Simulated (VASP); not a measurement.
**Mg2PbN2: single point with PBE**

Mg2PbN2:

```
Mg Pb N
1.0
     3.62686    0.00000    0.00000
    -1.81343    3.14096    0.00000
     0.00000    0.00000    6.56589
Mg Pb N
2 1 2
Direct
  0.66667 0.33333 0.13878
  0.33333 0.66667 0.86122
  0.00000 0.00000 0.50000
  0.66667 0.33333 0.79746
  0.33333 0.66667 0.20255
```

```yaml
Program: VASP 6.6.1
Task: single point
Functional: PBE
Potentials_or_basis: VASP PAW PBE potentials, release 64 (Mg, Pb_d, N)
Cutoff: 520 eV
k_mesh: 6 × 6 × 4
Occupations: fermi-dirac, width 0.05 eV
Spin: no spin polarisation
Dipole_correction: no
Further_INCAR_settings: ALGO = Normal; EDIFF = 1e-07; NBANDS = 22
```

- Pressure: -0.4 GPa
- Largest force: 0.014 eV/Å
- Band gap on the k mesh: zero (bands 14 and 15 overlap by 0.01 eV)

Forces in eV/Å, atoms in the order of the input:
```
Mg   0.000  0.000  0.007
Mg   0.000  0.000 -0.007
Pb   0.000  0.000  0.000
N    0.000  0.000  0.014
N    0.000  0.000 -0.014
```

Levels at points of the mesh, in eV from the Fermi level:
```tsv
k point	band 12	band 13	band 14	band 15	band 16	band 17
(0.00, 0.00, 0.00)	-1.45	-1.26	-1.26	1.95	4.13	5.27
(0.50, 0.00, 0.00)	-2.41	-1.37	-0.76	0.60	3.20	3.38
(0.00, 0.00, 0.50)	-1.16	-1.16	0.06	0.31	5.21	5.21
(0.50, 0.00, 0.50)	-2.02	-1.89	-1.88	0.05	3.52	4.02
```

It took 28 s on 1 thread of Intel(R) Xeon(R) 6975P-C (Granite Rapids), with other jobs on the host, peak memory 0.2 GiB.

Caveat: spin-orbit coupling is left out, which moves the levels of the heavy elements.
